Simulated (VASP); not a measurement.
Crystal: TePb.

```xyz
2
Lattice="0.0000 3.2679 3.2679 3.2679 0.0000 3.2679 3.2679 3.2679 0.0000" Properties=species:S:1:pos:R:3 pbc="T T T"
Te    3.2679    3.2679    3.2679
Pb    0.0000    0.0000    0.0000
```

Base run:

- Program: VASP 6.6.1
- Functional: PBE
- Potentials or basis: VASP PAW PBE potentials, release 64 (Te, Pb_d)
- Cutoff: 520 eV
- k mesh: 4 × 4 × 4
- Occupations: gaussian, width 0.01 eV
- Spin: no spin polarisation

Its results: band gap on the k mesh 0.80 eV, direct; pressure 0.6 GPa.

**Question.** The run is repeated on the same cell with these changes: functional from PBE to LDA; potentials or basis from VASP PAW PBE potentials, release 64 (Te, Pb_d) to VASP PAW LDA potentials, release 64 (Te, Pb_d). What comes out?

**Answer.** Band gap on the k mesh 0.70 eV, direct; pressure -3.0 GPa.

Caveats: spin-orbit coupling is left out, which moves the levels of the heavy elements.

A k mesh can miss the band edges.
